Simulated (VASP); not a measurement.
Sn:

```xyz
2
Lattice="0.0000 3.2333 3.2333 3.2333 0.0000 3.2333 3.2333 3.2333 0.0000" Properties=species:S:1:pos:R:3 pbc="T T T"
Sn    0.0000    0.0000    0.0000
Sn    1.6167    1.6167    1.6167
```

```yaml
Program: VASP 6.6.1
Task: relaxation of cell and atoms
Functional: PBE
Potentials_or_basis: VASP PAW PBE potentials, release 64 (Sn_d)
Cutoff: 600 eV
k_mesh: 7 × 7 × 7
Occupations: fermi-dirac, width 0.3 eV
Spin: no spin polarisation
```

At the start: pressure 4.1 GPa; volume 33.80 Å³/atom.

**Question.** Where does the relaxation end?

**Answer.** Over 3 steps the energy falls by 40.0 meV/atom and the volume is 37.22 Å³/atom (+10.1 %); space group Fd-3m (No. 227, to 0.05 Å).

The path:
| step | energy change (eV) | largest force (eV/Å) | pressure (GPa) | volume (Å³) |
| --- | --- | --- | --- | --- |
| 1 | 0.0000 | 0.0000 | 4.11 | 67.61 |
| 2 | -0.0749 | 0.0000 | -0.81 | 76.45 |
| 3 | -0.0801 | 0.0000 | -0.01 | 74.44 |

Final structure:
```
Sn
1.0
     0.00000    3.33885    3.33885
     3.33885    0.00000    3.33885
     3.33885    3.33885    0.00000
Sn
2
Direct
  0.00000 0.00000 0.00000
  0.25000 0.25000 0.25000
```

Caveat: the volume moved by +10 % from the deposited cell, more than functionals usually miss.
